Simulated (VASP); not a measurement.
# Pt (Fmmm) in VASP: a series of runs, part 2 of 2

VASP 6.6.1. Earlier steps stand in the parts before.

## Step 4: Single point, r2SCAN (strain +0.0625 x Voigt [0, 0, 0, 1, 0, 0])

POSCAR reads:

```
Pt
1.0
   -1.5842200000      1.6337268750      1.6337268750
    1.5842200000     -1.5347131250      1.5347131250
    1.5842200000      1.5347131250     -1.5347131250
Pt
1
Direct
    0.0000000000      0.0000000000      0.0000000000
```

INCAR.step1 reads:

```
SYSTEM = Pt
ALGO = Normal ; EDIFF = 1E-4
ENCUT = 520 ; GGA = PE
ISMEAR = 0 ; LASPH = .TRUE.
LCHARG = .FALSE. ; LREAL = .FALSE.
LWAVE = .TRUE. ; NBANDS = 11
NELM = 100 ; PREC = Accurate
SIGMA = 0.15
```

INCAR.step2 reads:

```
SYSTEM = Pt
ALGO = Normal ; EDIFF = 1E-6
ENCUT = 520 ; ISIF = 2
ISMEAR = 0 ; ISTART = 1
LASPH = .TRUE. ; LCHARG = .FALSE.
LMIXTAU = .TRUE. ; LREAL = .FALSE.
LWAVE = .FALSE. ; METAGGA = R2SCAN
NBANDS = 11 ; NELM = 100
PREC = Accurate ; SIGMA = 0.15
```

KPOINTS reads:

```
k-points
0
G
  22 22 22
  0 0 0
```

Potentials or basis: VASP PAW PBE potentials, release 64 (Pt).

Command:

```bash
$ cat potpaw_PBE.64/Pt/POTCAR > POTCAR
$ cp INCAR.step1 INCAR
$ mpirun -np 1 vasp_std > vasp.out
$ cp INCAR.step2 INCAR
$ mpirun -np 1 vasp_std > vasp.out
```

OUTCAR:

```text
SYSTEM = Pt
   EDIFF = 1E-6
   ENCUT = 520
   ISIF = 2
   ISMEAR = 0
   ISTART = 1
   LASPH = .TRUE.
   LREAL = .FALSE.
   METAGGA = R2SCAN
   NELM = 100
   PREC = Accurate

 ion  position               nearest neighbor table
   1  0.000  0.000  0.000-

  LATTYP: Found a face centered orthorhombic cell.
 ALAT       =     3.1684400000
 B/A-ratio  =     1.3700193885
 C/A-ratio  =     1.4584077362

  Lattice vectors:

 A1 = (   0.0000000000,   3.1684400000,   0.0990137500)
 A2 = (   1.5842200000,   1.6337268750,   1.6337268750)
[... 508 lines left out ...]
      3       6.2909      2.00000
      4       6.7881      2.00000
      5       8.6351      2.00000
      6       8.8329      2.00000
      7      27.6716      0.00000
      8      28.1536      0.00000
      9      28.8034      0.00000
     10      35.0079      0.00000
     11      35.3577      0.00000

 [... further k-points ...]
[... 5 lines left out ...]
  --------------------------------------------------------------------------------------
  -------------------------------------------------------------------------------------
  Total       -0.4227953     -0.4760090     -0.4760090      0.0000000     -0.8717926      0.0000000
  in kB      -42.6342453    -48.0002653    -48.0002653      0.0000000    -87.9106741      0.0000000
  external PRESSURE =     -46.2115920 kB  Pullay stress =       0.0000000 kB

 VOLUME and BASIS-vectors are now :
 -----------------------------------------------------------------------------
  energy-cutoff  :      520.00
  volume of cell :       15.89
      direct lattice vectors                 reciprocal lattice vectors
    -1.584220000  1.633726875  1.633726875     0.000000000  0.306048708  0.306048708
     1.584220000 -1.534713125  1.534713125     0.315612731 -0.009872539  0.315921247
     1.584220000  1.534713125 -1.534713125     0.315612731  0.315921247 -0.009872539

 POSITION                                       TOTAL-FORCE (eV/Angst)
 -----------------------------------------------------------------------------------
      0.00000      0.00000      0.00000         0.000000      0.000000     -0.000000
 -----------------------------------------------------------------------------------
    total drift:                                0.000000     -0.000000      0.000000

  FREE ENERGIE OF THE ION-ELECTRON SYSTEM (eV)
  ---------------------------------------------------
  free  energy   TOTEN  =       -51.3768182247 eV

  energy  without entropy=      -51.3639023631  energy(sigma->0) =      -51.37036029
```

OUTCAR.step1:

```text
SYSTEM = Pt
   EDIFF = 1E-4
   ENCUT = 520
   GGA = PE
   ISMEAR = 0
   LASPH = .TRUE.
[... 556 lines left out ...]
 -----------------------------------------------------------------------------------
      0.00000      0.00000      0.00000         0.000000      0.000000      0.000000
 -----------------------------------------------------------------------------------
    total drift:                                0.000000      0.000000      0.000000

  FREE ENERGIE OF THE ION-ELECTRON SYSTEM (eV)
  ---------------------------------------------------
  free  energy   TOTEN  =        -5.9777099326 eV

  energy  without entropy=       -5.9640027870  energy(sigma->0) =       -5.97085636
```

OSZICAR.step1:

```text
N       E                     dE             d eps       ncg     rms          rms(c)
DAV:   1     0.395748818096E+02    0.39575E+02   -0.53353E+03 34463   0.839E+02
DAV:   2    -0.572684054029E+01   -0.45302E+02   -0.43366E+02 38309   0.174E+02
DAV:   3    -0.633151287144E+01   -0.60467E+00   -0.60103E+00 39476   0.193E+01
DAV:   4    -0.633391299388E+01   -0.24001E-02   -0.24000E-02 38872   0.143E+00
DAV:   5    -0.633393297618E+01   -0.19982E-04   -0.19981E-04 39796   0.121E-01    0.108E+01
DAV:   6    -0.601132455984E+01    0.32261E+00   -0.76808E-01 36057   0.682E+00    0.576E+00
DAV:   7    -0.598058106722E+01    0.30743E-01   -0.11259E-01 38715   0.256E+00    0.237E+00
DAV:   8    -0.597786148308E+01    0.27196E-02   -0.44059E-03 36274   0.571E-01    0.480E-01
DAV:   9    -0.597770629867E+01    0.15518E-03   -0.11060E-04 32712   0.926E-02    0.298E-02
DAV:  10    -0.597770993256E+01   -0.36339E-05   -0.29969E-06 18861   0.143E-02
   1 F= -.59777099E+01 E0= -.59708564E+01  d E =-.137071E-01
```

Run time: 6.2 min. Hardware: 1 thread of Intel Xeon Platinum 8375C at 2.90GHz (Ice Lake), shared host; peak memory 0.37 GiB.

Results:

| Quantity | Value |
| --- | --- |
| Free energy | -51.3768 eV |
| Pressure | -4.6 GPa |
| Band gap on the k mesh | zero (band 5 reaches 11.23 eV, above the bottom of band 6 at 8.62 eV) |

Stress tensor (GPa, compression positive):
```
-4.26  0.00  0.00
 0.00 -4.80 -8.79
 0.00 -8.79 -4.80
```

Caveat: the cell differs from its parent crystal (strain +0.0625 x Voigt [0, 0, 0, 1, 0, 0]); the PAW data sets were made with another functional, which shifts forces and pressure a little; spin-orbit coupling is left out, which moves the levels of the heavy elements.

## Step 5: Single point, r2SCAN (strain +0.0750 x Voigt [0, 0, 0, 1, 0, 0])

POSCAR reads:

```
Pt
1.0
   -1.5842200000      1.6436282500      1.6436282500
    1.5842200000     -1.5248117500      1.5248117500
    1.5842200000      1.5248117500     -1.5248117500
Pt
1
Direct
    0.0000000000      0.0000000000      0.0000000000
```

INCAR.step1 reads:

```
SYSTEM = Pt
PREC = Accurate
ENCUT = 520
ISMEAR = 0
SIGMA = 0.15
LREAL = .False.
LASPH = .True.
NELM = 100
NBANDS = 11
GGA = PE
ALGO = Normal
EDIFF = 1E-4
LWAVE = .True.
LCHARG = .False.
```

INCAR.step2 reads:

```
SYSTEM = Pt
PREC = Accurate
ENCUT = 520
EDIFF = 1E-7
ISMEAR = 0
SIGMA = 0.15
LREAL = .False.
LASPH = .True.
NELM = 100
ALGO = Normal
ISIF = 2
LWAVE = .False.
LCHARG = .False.
METAGGA = R2SCAN
LMIXTAU = .True.
NBANDS = 11
ISTART = 1
```

KPOINTS reads:

```
Automatic mesh
0
Gamma
  22 22 22
  0 0 0
```

Command:

```bash
$ cat potpaw_PBE.64/Pt/POTCAR > POTCAR
$ cp INCAR.step1 INCAR
$ mpirun -np 1 vasp_std > vasp.out
$ cp INCAR.step2 INCAR
$ mpirun -np 1 vasp_std > vasp.out
```

It took 3.8 min on 1 thread of Intel Xeon 6975P-C (Granite Rapids), shared host; peak memory 0.36 GiB.

Results (log left out):

| Property | Result |
| --- | --- |
| Free energy | -51.3651 eV |
| Pressure | -4.0 GPa |
| Band gap on the k mesh | zero (band 5 reaches 11.31 eV, above the bottom of band 6 at 8.63 eV) |

Stress tensor (GPa, compression positive):
```
 -3.51   0.00   0.00
  0.00  -4.31 -10.48
  0.00 -10.48  -4.31
```

Levels at points of the mesh, in eV from the Fermi level:
| k point | band 2 | band 3 | band 4 | band 5 | band 6 | band 7 | band 8 | band 9 |
| --- | --- | --- | --- | --- | --- | --- | --- | --- |
| (0.00, 0.00, 0.00) | -4.12 | -3.65 | -3.02 | -1.05 | -0.96 | 17.37 | 18.15 | 18.75 |
| (0.50, 0.00, 0.00) | -5.29 | -0.94 | -0.42 | -0.01 | 0.82 | 5.67 | 14.60 | 17.16 |
| (0.00, 0.50, 0.00) | -5.05 | -1.21 | -0.77 | 0.51 | 1.05 | 6.67 | 13.78 | 16.98 |
| (0.00, 0.50, 0.50) | -4.79 | -1.46 | -1.16 | 1.08 | 1.47 | 7.59 | 13.64 | 16.04 |
| (0.50, 0.50, 0.50) | -6.21 | 0.06 | 0.54 | 1.11 | 8.12 | 8.16 | 8.20 | 13.52 |

Caveat: the cell differs from its parent crystal (strain +0.0750 x Voigt [0, 0, 0, 1, 0, 0]); the PAW data sets were made with another functional, which shifts forces and pressure a little; spin-orbit coupling is left out, which moves the levels of the heavy elements.

## Step 6: Single point, r2SCAN (strain +0.0875 x Voigt [0, 0, 0, 1, 0, 0])

POSCAR reads:

```
Pt
1.0
   -1.5842200000      1.6535296250      1.6535296250
    1.5842200000     -1.5149103750      1.5149103750
    1.5842200000      1.5149103750     -1.5149103750
Pt
1
Direct
    0.0000000000      0.0000000000      0.0000000000
```

INCAR.step1 reads:

```
PREC = Accurate ; ENCUT = 520
ISMEAR = 0 ; SIGMA = 0.15
LREAL = F ; LASPH = T
NELM = 60 ; NBANDS = 11
GGA = PE ; ALGO = Normal
EDIFF = 1E-4 ; LWAVE = T
LCHARG = F
```

INCAR.step2 reads:

```
PREC = Accurate ; ENCUT = 520
EDIFF = 1E-6 ; ISMEAR = 0
SIGMA = 0.15 ; LREAL = F
LASPH = T ; NELM = 60
ALGO = Normal ; ISIF = 2
LWAVE = F ; LCHARG = F
METAGGA = R2SCAN ; LMIXTAU = T
NBANDS = 11 ; ISTART = 1
```

KPOINTS reads:

```
Automatic mesh
0
Gamma
  22 22 22
```

Potentials or basis: VASP PAW PBE potentials, release 64 (Pt).

Command:

```bash
$ cat potpaw_PBE.64/Pt/POTCAR > POTCAR
$ cp INCAR.step1 INCAR
$ mpirun -np 1 vasp_std > vasp.out
$ cp INCAR.step2 INCAR
$ mpirun -np 1 vasp_std > vasp.out
```

OUTCAR:

```text
PREC = Accurate
   ENCUT = 520
   EDIFF = 1E-6
   ISMEAR = 0
   LREAL = F
   LASPH = T
   NELM = 60
   ISIF = 2
   METAGGA = R2SCAN
   ISTART = 1

 ion  position               nearest neighbor table
   1  0.000  0.000  0.000-

  LATTYP: Found a face centered orthorhombic cell.
 ALAT       =     3.1684400000
 B/A-ratio  =     1.3523417190
 C/A-ratio  =     1.4760854057

  Lattice vectors:
[... 507 lines left out ...]
 k-point    24 :       0.0000    0.0909    0.0000
  band No.  band energies     occupation
      1       0.5435      2.00000
      2       5.6906      2.00000
      3       6.2574      2.00000
      4       6.9486      2.00000
      5       8.6758      2.00000
      6       8.9105      2.00000
      7      27.4393      0.00000
      8      28.1973      0.00000
      9      28.9951      0.00000
     10      34.9164      0.00000
     11      35.3297      0.00000

 [... further k-points ...]
[... 5 lines left out ...]
  --------------------------------------------------------------------------------------
  -------------------------------------------------------------------------------------
  Total       -0.2546936     -0.3673284     -0.3673284      0.0000000     -1.2053893      0.0000000
  in kB      -25.7071706    -37.0758114    -37.0758114      0.0000000   -121.6643991      0.0000000
  external PRESSURE =     -33.2862645 kB  Pullay stress =       0.0000000 kB

 VOLUME and BASIS-vectors are now :
 -----------------------------------------------------------------------------
  energy-cutoff  :      520.00
  volume of cell :       15.87
      direct lattice vectors                 reciprocal lattice vectors
    -1.584220000  1.653529625  1.653529625     0.000000000  0.302383454  0.302383454
     1.584220000 -1.514910375  1.514910375     0.315612731 -0.013834537  0.316217992
     1.584220000  1.514910375 -1.514910375     0.315612731  0.316217992 -0.013834537

 POSITION                                       TOTAL-FORCE (eV/Angst)
 -----------------------------------------------------------------------------------
      0.00000      0.00000      0.00000         0.000000      0.000000     -0.000000
 -----------------------------------------------------------------------------------
    total drift:                                0.000000     -0.000000      0.000000

  FREE ENERGIE OF THE ION-ELECTRON SYSTEM (eV)
  ---------------------------------------------------
  free  energy   TOTEN  =       -51.3512045241 eV

  energy  without entropy=      -51.3384285561  energy(sigma->0) =      -51.34481654
```

OUTCAR.step1:

```text
PREC = Accurate
   ENCUT = 520
   ISMEAR = 0
   LREAL = F
   LASPH = T
[... 556 lines left out ...]

 POSITION                                       TOTAL-FORCE (eV/Angst)
 -----------------------------------------------------------------------------------
      0.00000      0.00000      0.00000         0.000000      0.000000     -0.000000
 -----------------------------------------------------------------------------------
    total drift:                                0.000000     -0.000000      0.000000

  FREE ENERGIE OF THE ION-ELECTRON SYSTEM (eV)
  ---------------------------------------------------
  free  energy   TOTEN  =        -5.9506734371 eV

  energy  without entropy=       -5.9368881002  energy(sigma->0) =       -5.94378077
```

OSZICAR.step1:

```text
N       E                     dE             d eps       ncg     rms          rms(c)
DAV:   1     0.398051227388E+02    0.39805E+02   -0.53225E+03 34460   0.840E+02
DAV:   2    -0.569300271161E+01   -0.45498E+02   -0.43597E+02 38264   0.175E+02
DAV:   3    -0.629993650185E+01   -0.60693E+00   -0.60365E+00 39441   0.193E+01
DAV:   4    -0.630235257212E+01   -0.24161E-02   -0.24159E-02 38704   0.143E+00
DAV:   5    -0.630237273361E+01   -0.20161E-04   -0.20162E-04 39879   0.122E-01    0.110E+01
DAV:   6    -0.598431547220E+01    0.31806E+00   -0.75399E-01 36033   0.676E+00    0.584E+00
DAV:   7    -0.595356264982E+01    0.30753E-01   -0.11243E-01 38748   0.256E+00    0.237E+00
DAV:   8    -0.595082297139E+01    0.27397E-02   -0.45872E-03 36335   0.584E-01    0.473E-01
DAV:   9    -0.595066920705E+01    0.15376E-03   -0.11968E-04 32926   0.960E-02    0.226E-02
DAV:  10    -0.595067343709E+01   -0.42300E-05   -0.31310E-06 18870   0.143E-02
   1 F= -.59506734E+01 E0= -.59437808E+01  d E =-.137853E-01
```

It took 3.3 min on 1 thread of Intel Xeon 6975P-C (Granite Rapids), shared host; peak memory 0.37 GiB.

What came out:

```yaml
Free_energy: -51.3512 eV
Pressure: -3.3 GPa
Band_gap_on_the_k_mesh: zero (band 5 reaches 11.39 eV, above the bottom of band 6 at 8.63 eV)
```

Caveat: the cell differs from its parent crystal (strain +0.0875 x Voigt [0, 0, 0, 1, 0, 0]); the PAW data sets were made with another functional, which shifts forces and pressure a little; spin-orbit coupling is left out, which moves the levels of the heavy elements.

## Step 7: The runs side by side

```csv
cell,gap on the mesh (eV),pressure (GPa)
"a = 2.698, b = 2.790, c = 2.790 Å, angles 110.8, 109.5, 109.5°, 1 atom",none,-5.1
"a = 2.767, b = 2.721, c = 2.721 Å, angles 108.8, 109.5, 109.5°, 1 atom",none,-5.8
"a = 2.801, b = 2.687, c = 2.687 Å, angles 107.7, 109.5, 109.5°, 1 atom",none,-4.6
"a = 2.813, b = 2.676, c = 2.676 Å, angles 107.4, 109.5, 109.5°, 1 atom",none,-4.0
"a = 2.825, b = 2.665, c = 2.665 Å, angles 107.0, 109.5, 109.5°, 1 atom",none,-3.3
```

Alike in all rows: task single point; level r2SCAN; potentials or basis VASP PAW PBE potentials, release 64 (Pt); no spin polarisation; k mesh 22 × 22 × 22; cutoff (eV) 520; smearing gaussian 0.15 eV.

Caveats: the PAW data sets were made with another functional, which shifts forces and pressure a little; spin-orbit coupling is left out, which moves the levels of the heavy elements.

Total energies depend on the potentials used, so only differences within one code and one set of settings carry meaning.
